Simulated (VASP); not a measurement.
# Sb (P-1) in VASP: single point with PBE

Aim: the single point of Sb with PBE.

All numbers are computed with VASP 6.6.1; they aren't measurements. Logs are shortened: lines on timing, memory, paths and dates and some standing lists are left out, and cuts for length are marked.

### 1 The cell of the first run

The typed cell holds 2 atoms: a = 4.391 Å, b = 4.534 Å, c = 4.555 Å, α = 57.29°, β = 56.64°, γ = 57.61°.

### 2 Single point, PBE (equal xy, yz and zx shear strains of -3 %)

Input file INCAR:

```
  PREC = Accurate
  ENCUT = 520
  EDIFF = 1E-7
  ISMEAR = -1
  SIGMA = 0.05
  LREAL = False
  LASPH = True
  NELM = 60
  ALGO = Normal
  ISIF = 2
  LWAVE = False
  LCHARG = False
  GGA = PE
  NBANDS = 12
```

Input file KPOINTS:

```
Automatic mesh
0
Gamma
  9 9 9
```

Input file POSCAR:

```
Sb
1.0
    2.0758155868      1.1532306756      3.6931162498
   -2.2253850772      1.2177486856      3.7576342598
   -0.0189105096     -2.5394593611      3.7812494904
Sb
2
Direct
    0.2336400000      0.2336400000      0.2336400000
    0.7663600000      0.7663600000      0.7663600000
```

Potentials or basis: VASP PAW PBE potentials, release 64 (Sb).

On the command line:

```sh
> cat potpaw_PBE.64/Sb/POTCAR > POTCAR
> mpirun -np 1 vasp_std > vasp.out
```

OUTCAR:

```text
PREC = Accurate
   ENCUT = 520
   EDIFF = 1E-7
   ISMEAR = -1
   LREAL = False
   LASPH = True
   NELM = 60
   ISIF = 2
   GGA = PE

 ion  position               nearest neighbor table
   1  0.234  0.234  0.234-   2 2.87   2 2.92   2 2.93   2 3.29   2 3.35   2 3.39
   2  0.766  0.766  0.766-   1 2.87   1 2.92   1 2.93   1 3.29   1 3.35   1 3.39

  LATTYP: Found a triclinic cell.
 ALAT       =     7.5469927792
 B/A-ratio  =     0.5773502692
 C/A-ratio  =     0.8335975033
 COS(alpha) =     0.0051994101
 COS(beta)  =     0.3962281805
 COS(gamma) =     0.8732788530

  Lattice vectors:

 A1 = (   6.5076752316,  -3.8217260567,  -0.0409027794)
 A2 = (   2.2064745676,  -3.7572080467,   0.0236152306)
 A3 = (   4.3201111736,   2.4749413511,  -3.8457675004)

Analysis of symmetry for initial positions (statically):
=====================================================================
 Subroutine PRICEL returns:
 Original cell was already a primitive cell.

 Routine SETGRP: Setting up the symmetry group for a
 triclinic supercell.

 Subroutine GETGRP returns: Found  2 space group operations
 (whereof  2 operations were pure point group operations)
 out of a pool of  2 trial point group operations.

The static configuration has the point symmetry S_2 .

Analysis of symmetry for dynamics (positions and initial velocities):
=====================================================================
 Subroutine PRICEL returns:
 Original cell was already a primitive cell.

 Routine SETGRP: Setting up the symmetry group for a
 triclinic supercell.

 Subroutine GETGRP returns: Found  2 space group operations
 (whereof  2 operations were pure point group operations)
 out of a pool of  2 trial point group operations.

The dynamic configuration has the point symmetry S_2 .

 Subroutine INISYM returns: Found  2 space group operations
 (whereof  2 operations are pure point group operations),
 and found     1 'primitive' translations

----------------------------------------------------------------------------------------

                                     Primitive cell

  volume of cell :      59.9445

  direct lattice vectors                    reciprocal lattice vectors
     2.075815587  1.153230676  3.693116250     0.236000959  0.139189927  0.094659202
    -2.225385077  1.217748686  3.757634260    -0.229198012  0.132105678  0.087574954
    -0.018910510 -2.539459361  3.781249490    -0.002733666 -0.267226324  0.084981939

  length of vectors
     4.390678646  4.533769495  4.554893979     0.289880411  0.278662900  0.280427016

  position of ions in fractional coordinates (direct lattice)
     0.233640000  0.233640000  0.233640000
     0.766360000  0.766360000  0.766360000

  ion indices of the primitive-cell ions
   primitive index   ion index
                 1           1
                 2           2

----------------------------------------------------------------------------------------

 KPOINTS: Automatic mesh

Automatic generation of k-mesh.
 Grid dimensions read from file:
 generate k-points for:    9    9    9

 Generating k-lattice:

  Cartesian coordinates                     Fractional coordinates (reciprocal lattice)
     0.026222329  0.015465547  0.010517689     0.111111111 -0.000000000 -0.000000000
    -0.025466446  0.014678409  0.009730550    -0.000000000  0.111111111  0.000000000
    -0.000303741 -0.029691814  0.009442438    -0.000000000  0.000000000  0.111111111

  Length of vectors
     0.032208935  0.030962544  0.031158557

  Shift w.r.t. Gamma in fractional coordinates (k-lattice)
     0.000000000  0.000000000  0.000000000

 Subroutine IBZKPT returns following result:
 ===========================================

 Found    365 irreducible k-points:

 Following reciprocal coordinates:
            Coordinates               Weight
  0.000000  0.000000  0.000000      1.000000
  0.111111  0.000000  0.000000      2.000000
  0.222222  0.000000  0.000000      2.000000
  0.333333  0.000000  0.000000      2.000000
  0.444444  0.000000  0.000000      2.000000
  0.000000  0.111111  0.000000      2.000000
[... 16 lines left out ...]
 -0.111111  0.222222 -0.000000      2.000000
  0.000000  0.333333  0.000000      2.000000
 [... further k-points ...]
   k-points           NKPTS =    365   k-points in BZ     NKDIM =    365   number of bands    NBANDS=     12
   number of dos      NEDOS =    301   number of ions     NIONS =      2
   total plane-waves  NPLWV =  46656
   dimension x,y,z NGX =    36 NGY =   36 NGZ =   36
   dimension x,y,z NGXF=    72 NGYF=   72 NGZF=   72
   ions per type =               2
   NGX,Y,Z   is equivalent  to a cutoff of  13.63, 13.20, 13.14 a.u.
   NGXF,Y,Z  is equivalent  to a cutoff of  27.26, 26.40, 26.28 a.u.
 SYSTEM =  unknown system
   PREC   = accura    normal or accurate (medium, high low for compatibility)
   ISTART =      0    job   : 0-new  1-cont  2-samecut
   ICHARG =      2    charge: 1-file 2-atom 10-const
   ISPIN  =      1    spin polarized calculation?
   LNONCOLLINEAR =      F non collinear calculations
   LSORBIT =      F    spin-orbit coupling
   LASPH  =      T    aspherical Exc in radial PAW
   ENCUT  =  520.0 eV  38.22 Ry    6.18 a.u.   8.16  8.43  8.47*2*pi/ulx,y,z
   NELM   =     60;   NELMIN=  2; NELMDL= -5     # of ELM steps
   EDIFF  = 0.1E-06   stopping-criterion for ELM
   LREAL  =      F    real-space projection
   EDIFFG = 0.1E-05   stopping-criterion for IOM
   NSW    =      0    number of steps for IOM
   IBRION =     -1    ionic relax: 0-MD 1-quasi-New 2-CG
   NFREE  =      0    steps in history (QN), initial steepest desc. (CG)
   ISIF   =      2    stress and relaxation
   ISYM   =      2    0-nonsym 1-usesym 2-fastsym
   POTIM  = 0.5000    time-step for ionic-motion
   TEBEG  =    0.0;   TEEND  =   0.0 temperature during run
   PSTRESS=    0.0 pullay stress
   NELECT =      10.0000    total number of electrons
   NUPDOWN=      -1.0000    fix difference up-down
   EMIN   =  10.00;   EMAX   =-10.00  energy-range for DOS
   EFERMI =   0.00;   METHOD = LEGACY
   ISMEAR =    -1;   SIGMA  =   0.05  broadening in eV -4-tet -1-fermi 0-gaus
   EFERMI_NEDOS =   21; number of points for ismear=-14 and -15
   IALGO  =     38    algorithm
   IMIX   =      4    mixing-type and parameters
     AMIX     =   0.40;   BMIX     =  1.00
     AMIX_MAG =   1.60;   BMIX_MAG =  1.00
  volume/ion in A,a.u.               =      29.97       202.26
  Fermi-wavevector in a.u.,A,eV,Ry     =   0.901208  1.703036 11.050318  0.812175
  Thomas-Fermi vector in A             =   2.024260
   LORBIT       =      0    0 simple, 1 ext, 2 COOP (PROOUT), +10 PAW based schemes
   GGA     = PE    functional components
   LHFCALC =     F    Hartree Fock is set to
   AEXX    =    0.0000 exact exchange contribution
   IVDW    =     0    specifies the selected vdW correction
   LEPSILON=     F    determine dielectric tensor
   LRPA    =     F    only Hartree local field effects (RPA)
 non-spin polarized calculation
  energy-cutoff  :      520.00
  volume of cell :       59.94
 maximum number of plane-waves:      1634
 NGX is ok and might be reduce to    36
   NGX = 17   NGY = 17   NGZ = 17

 number of electron      10.0000000 magnetization

 Free energy of the ion-electron system (eV)
  ---------------------------------------------------
  ext. energy  EPLUGINS =         0.00000000
  ---------------------------------------------------
  free energy    TOTEN  =        -8.23148843 eV

  energy without entropy =       -8.22923758  energy(sigma->0) =       -8.23036301

 E-fermi :   7.3550     XC(G=0):  -9.5646

 val. band max:        7.3437540472   @ k =   0.1111   0.1111   0.3333
 cond. band min:       7.3687329036   @ k =   0.1111   0.3333   0.1111
 fundamental gap:      0.0249788563
 Fermi energy:         7.3550241710

 k-point     1 :       0.0000    0.0000    0.0000
  band No.  band energies     occupation
      1      -5.4000      2.00000
      2       2.6220      2.00000
      3       5.1939      2.00000
      4       5.4182      2.00000
      5       5.8323      2.00000
      6       9.4285      0.00000
      7       9.8800      0.00000
      8      10.3176      0.00000
      9      12.2855      0.00000
     10      12.5414      0.00000
     11      12.7943      0.00000
     12      13.9442      0.00000

 k-point     2 :       0.1111    0.0000    0.0000
  band No.  band energies     occupation
      1      -5.2572      2.00000
      2       2.0703      2.00000
      3       5.2127      2.00000
      4       5.4006      2.00000
      5       5.9707      2.00000
      6       9.3255      0.00000
      7       9.4903      0.00000
      8       9.9715      0.00000
      9      12.0810      0.00000
     10      12.2877      0.00000
     11      12.3689      0.00000
     12      14.8501      0.00000

 k-point     3 :       0.2222    0.0000    0.0000
  band No.  band energies     occupation
      1      -4.8324      2.00000
      2       0.8542      2.00000
      3       5.2069      2.00000
      4       5.3315      2.00000
      5       6.2324      2.00000
      6       8.6582      0.00000
      7       8.7629      0.00000
      8       9.1459      0.00000
      9      12.1516      0.00000
     10      12.6521      0.00000
     11      12.9872      0.00000
     12      16.6692      0.00000

 k-point     4 :       0.3333    0.0000    0.0000
  band No.  band energies     occupation
      1      -4.1400      2.00000
      2      -0.5363      2.00000
      3       5.2203      2.00000
      4       5.3042      2.00000
      5       6.4643      2.00000
      6       7.8891      0.00005
      7       7.9510      0.00001
      8       8.3088      0.00000
      9      13.1638      0.00000
     10      13.8132      0.00000
     11      14.2401      0.00000
     12      18.4149      0.00000

 k-point     5 :       0.4444    0.0000    0.0000
  band No.  band energies     occupation
      1      -3.2448      2.00000
      2      -1.8223      2.00000
      3       5.2529      2.00000
      4       5.3372      2.00000
      5       6.7727      1.99998
      6       7.2682      1.70067
      7       7.4134      0.47440
      8       7.7971      0.00029
      9      14.7073      0.00000
     10      15.4818      0.00000
     11      15.9015      0.00000
     12      16.7915      0.00000
[... 228 lines left out ...]
      1      -3.1611      2.00000
      2      -1.4255      2.00000
      3       2.8996      2.00000
      4       5.0516      2.00000
      5       5.3805      2.00000
      6       8.3187      0.00000
      7       8.7507      0.00000
      8      11.6602      0.00000
      9      13.1479      0.00000
     10      14.2580      0.00000
     11      14.6991      0.00000
     12      17.7830      0.00000

 k-point    22 :      -0.2222    0.2222   -0.0000
  band No.  band energies     occupation
      1      -3.9676      2.00000
      2      -0.5242      2.00000
      3       3.3860      2.00000
      4       5.8241      2.00000
      5       5.9610      2.00000
      6       7.7410      0.00089
      7       8.2620      0.00000
      8      11.4670      0.00000
      9      11.9965      0.00000
     10      13.6830      0.00000
     11      15.9497      0.00000
     12      16.9351      0.00000

 k-point    23 :      -0.1111    0.2222   -0.0000
  band No.  band energies     occupation
      1      -4.5491      2.00000
      2       0.1646      2.00000
      3       4.4434      2.00000
      4       6.0481      2.00000
      5       6.3852      2.00000
      6       7.7908      0.00033
      7       8.1044      0.00000
      8      10.6376      0.00000
      9      11.7782      0.00000
     10      12.9521      0.00000
     11      15.0004      0.00000
     12      16.0442      0.00000

 k-point    24 :       0.0000    0.3333    0.0000
  band No.  band energies     occupation
      1      -4.2188      2.00000
      2      -0.7499      2.00000
      3       5.4777      2.00000
      4       5.5580      2.00000
      5       6.6678      2.00000
      6       8.0576      0.00000
      7       8.1572      0.00000
      8       8.6766      0.00000
      9      13.0014      0.00000
     10      13.6836      0.00000
     11      14.5196      0.00000
     12      17.7314      0.00000

 [... further k-points ...]

------------------------ aborting loop because EDIFF is reached ----------------------------------------

  FORCE on cell =-STRESS in cart. coord.  units (eV):
  Direction    XX          YY          ZZ          XY          YZ          ZX
  --------------------------------------------------------------------------------------
  -------------------------------------------------------------------------------------
  Total        0.8918167      1.6628326      1.1062474      0.0768627      0.7145974      0.3251506
  in kB       23.8361692     44.4436198     29.5674004      2.0543592     19.0995137      8.6905132
  external PRESSURE =      32.6157298 kB  Pullay stress =       0.0000000 kB

 VOLUME and BASIS-vectors are now :
 -----------------------------------------------------------------------------
  energy-cutoff  :      520.00
  volume of cell :       59.94
      direct lattice vectors                 reciprocal lattice vectors
     2.075815587  1.153230676  3.693116250     0.236000959  0.139189927  0.094659202
    -2.225385077  1.217748686  3.757634260    -0.229198012  0.132105678  0.087574954
    -0.018910510 -2.539459361  3.781249490    -0.002733666 -0.267226324  0.084981939

 POSITION                                       TOTAL-FORCE (eV/Angst)
 -----------------------------------------------------------------------------------
     -0.03936     -0.03936      2.62424         0.083167      0.152124      0.250866
     -0.12912     -0.12912      8.60776        -0.083167     -0.152124     -0.250866
 -----------------------------------------------------------------------------------
    total drift:                                0.000000     -0.000000      0.000000

  FREE ENERGIE OF THE ION-ELECTRON SYSTEM (eV)
  ---------------------------------------------------
  free  energy   TOTEN  =        -8.2314884344 eV

  energy  without entropy=       -8.2292375838  energy(sigma->0) =       -8.23036301
```

It took 3.5 min on 1 thread of Intel Xeon Platinum 8488C (Sapphire Rapids), shared host; peak memory 0.36 GiB.

What came out:

```yaml
Free_energy: -8.2315 eV
Pressure: 3.3 GPa
Largest_force: 0.305 eV/Å
Band_gap_on_the_k_mesh: zero (bands 5 and 6 overlap by 0.11 eV)
```

Forces in eV/Å, atoms in the order of the input:
```
Sb   0.083  0.152  0.251
Sb  -0.083 -0.152 -0.251
```

Levels at points of the mesh, in eV from the Fermi level:
```
           k point  band 3  band 4  band 5  band 6  band 7  band 8
(0.00, 0.00, 0.00)   -2.16   -1.94   -1.52    2.07    2.52    2.96
```

Caveat: the cell differs from its parent crystal (equal xy, yz and zx shear strains of -3 %); the cell stands under pressure; spin-orbit coupling is left out, which moves the levels of the heavy elements.
